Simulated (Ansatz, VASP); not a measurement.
Ga2O3 in VASP and in Ansatz

```
Ga O
1.0
     3.13136    0.00000    0.00000
    -1.56568    2.71184    0.00000
     0.00000    0.00000    8.99153
Ga O
2 3
Direct
  0.33333 0.66667 0.80446
  0.33333 0.66667 0.19554
  0.33333 0.66667 0.00000
  0.66667 0.33333 0.26843
  0.66667 0.33333 0.73157
```

Alike in both runs: functional PBE; k mesh 12 × 12 × 4; occupations gaussian, width 0.02 eV; no spin polarisation.

Ansatz relaxed the structure, and its values are those at the end. VASP's run is a single point on that final structure, the one shown.

|  | VASP | Ansatz |
| --- | --- | --- |
| version | VASP 6.6.1 | Ansatz 0.2.0 |
| potentials or method | VASP PAW PBE potentials, release 64 (Ga_d, O), cutoff 520 eV | scalar-relativistic, plane waves, PAW |
| valence electrons in the cell | 44 | 44 |

```csv
,VASP,Ansatz,Ansatz less VASP
gap on the k mesh at the Fermi level (eV),0.66,0.71,+0.043
least direct gap on the mesh (eV),0.66,0.71,+0.044
pressure (GPa),0.3,0.0,-0.25
rms of the force components (eV/Å),0.026,0.000,-0.0261
```
